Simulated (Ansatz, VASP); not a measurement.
# One calculation of Rh, two programs

```xyz
1
Lattice="0.0000 1.8635 1.9016 1.9016 0.0000 1.9016 1.9016 1.8635 0.0000" Properties=species:S:1:pos:R:3 pbc="T T T"
Rh    0.0000    0.0000    0.0000
```

Change from the starting cell: strain -0.0200 x Voigt [0, 1, 0, 0, 0, 0], atoms carried along.

Alike in both runs: task single point; functional PBEsol; k mesh 22 × 22 × 22; occupations gaussian, width 0.15 eV; no spin polarisation.

```csv
,VASP,Ansatz
version,VASP 6.6.1,Ansatz 0.2.0
potentials or method,"VASP PAW PBE potentials, release 64 (Rh_pv), cutoff 520 eV","scalar-relativistic, plane waves, PAW"
valence electrons in the cell,15,17
```

```csv
,VASP,Ansatz,Ansatz less VASP
gap on the k mesh at the Fermi level (eV),none,none,-
pressure (GPa),0.7,0.7,+0.03
"traceless stress, the component that is largest in VASP (GPa)",3.46,3.47,+0.006
```

VASP's potentials were made for PBE, not for PBEsol. A gap of «none» marks a metal or a gap that the smearing closes. VASP's potentials hold 15 valence electrons a cell and Ansatz's 17, so a difference there can come from the potentials and not from the codes.
